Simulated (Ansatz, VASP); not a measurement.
Two plane-wave programs on In3Se

```xyz
4
Lattice="3.8995 0.0000 0.0000 0.0000 3.8995 0.0000 0.0000 0.0000 4.5877" Properties=species:S:1:pos:R:3 pbc="T T T"
In    0.0000    1.9498    2.2938
In    1.9498    0.0000    2.2938
In    1.9498    1.9498    0.0000
Se    0.0000    0.0000    0.0000
```

Change from the starting cell: engineering shear strain xy +0.0000, equal normal strain along x and y -0.1500.

Alike in both runs: task single point; functional PBEsol; dispersion D3(BJ); k mesh 10 × 10 × 10; occupations gaussian, width 0.15 eV; no spin polarisation.

```csv
,VASP,Ansatz
version,VASP 6.6.1,Ansatz 0.2.0
potentials or method,"VASP PAW PBE potentials, release 64 (In_d, Se), cutoff 520 eV","scalar-relativistic, plane waves, PAW"
valence electrons in the cell,45,55
```

|  | VASP | Ansatz | Ansatz less VASP |
| --- | --- | --- | --- |
| gap on the k mesh at the Fermi level (eV) | none | none | - |
| pressure (GPa) | 36.6 | 36.4 | -0.20 |
| traceless stress, the component that is largest in VASP (GPa) | -2.82 | -2.79 | +0.027 |

VASP's potentials were made for PBE, not for PBEsol, and Ansatz warns of the same on its side. A gap of «none» marks a metal or a gap that the smearing closes. Both programs put the cell under a high pressure, so it lies far from rest at this level. VASP's potentials hold 45 valence electrons a cell and Ansatz's 55, so a difference there can come from the potentials and not from the codes.
